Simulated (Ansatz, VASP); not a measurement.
# One calculation of C, two programs

The input INCAR:

```
SYSTEM = C
PREC = Accurate
ENCUT = 520
EDIFF = 1E-6
ISMEAR = 0
SIGMA = 0.05
LREAL = .False.
LASPH = .True.
NELM = 80
ALGO = Normal
ISIF = 2
LWAVE = .False.
LCHARG = .True.
GGA = PE
LELF = .True.
LVHAR = .True.
NBANDS = 36
```

Contents of KPOINTS:

```
Automatic mesh
0
Gamma
  12 12 2
  0 0 0
```

POSCAR

```
C
1.0
    2.5647000000      0.0000000000      0.0000000000
   -1.2823500000      2.2210953531      0.0000000000
    0.0000000000      0.0000000000     12.8952000000
C
12
Direct
    0.0000000000      0.0000000000      0.1868593266
    0.0000000000      0.0000000000      0.6868593266
    0.0000000000      0.0000000000      0.3131406734
    0.0000000000      0.0000000000      0.8131406734
    0.3333333333      0.6666666667      0.5207665411
    0.6666666667      0.3333333333      0.0207665411
    0.3333333333      0.6666666667      0.9792334589
    0.6666666667      0.3333333333      0.4792334589
    0.3333333333      0.6666666667      0.6450950823
    0.6666666667      0.3333333333      0.1450950823
    0.3333333333      0.6666666667      0.8549049177
    0.6666666667      0.3333333333      0.3549049177
```

Input for Ansatz:

```yaml
crystal:
  lattice:
    - [2.5647, 0.0, 0.0]
    - [-1.28235, 2.2210953531, 0.0]
    - [0.0, 0.0, 12.8952]
  atoms:
    - { symbol: C, position: [0.0, 0.0, 0.1868593266] }
    - { symbol: C, position: [0.0, 0.0, 0.6868593266] }
    - { symbol: C, position: [0.0, 0.0, 0.3131406734] }
    - { symbol: C, position: [0.0, 0.0, 0.8131406734] }
    - { symbol: C, position: [0.3333333333, 0.6666666667, 0.5207665411] }
    - { symbol: C, position: [0.6666666667, 0.3333333333, 0.0207665411] }
    - { symbol: C, position: [0.3333333333, 0.6666666667, 0.9792334589] }
    - { symbol: C, position: [0.6666666667, 0.3333333333, 0.4792334589] }
    - { symbol: C, position: [0.3333333333, 0.6666666667, 0.6450950823] }
    - { symbol: C, position: [0.6666666667, 0.3333333333, 0.1450950823] }
    - { symbol: C, position: [0.3333333333, 0.6666666667, 0.8549049177] }
    - { symbol: C, position: [0.6666666667, 0.3333333333, 0.3549049177] }
basis:
  ecutwfc: 520.0
kpoints:
  mp_grid: { grid: [12, 12, 2] }
hamiltonian:
  xc: pbe
  pseudopotentials: { kind: paw, azcp: { folder: soft_1 } }
scf:
  occupations: { method: gaussian, width: 0.05 }
output:
  forces: true
  stress: true
  eigenvalues: true
```

Alike in both runs: task single point; functional PBE; k mesh 12 × 12 × 2; occupations gaussian, width 0.05 eV; no spin polarisation.

|  | VASP | Ansatz |
| --- | --- | --- |
| version | VASP 6.6.1 | Ansatz 0.2.0 |
| potentials or method | VASP PAW PBE potentials, release 64 (C), cutoff 520 eV | scalar-relativistic, plane waves, PAW |
| valence electrons in the cell | 48 | 48 |

```tsv
	VASP	Ansatz	Ansatz less VASP
gap on the k mesh at the Fermi level (eV)	4.30	4.31	+0.007
least direct gap on the mesh (eV)	4.88	4.88	+0.003
pressure (GPa)	-26.6	-27.0	-0.39
traceless stress, the component that is largest in VASP (GPa)	-12.67	-12.59	+0.081
rms of the force components (eV/Å)	0.044	0.047	+0.0035
```

Atom by atom the forces differ by 0.004 eV/Å (rms over components).
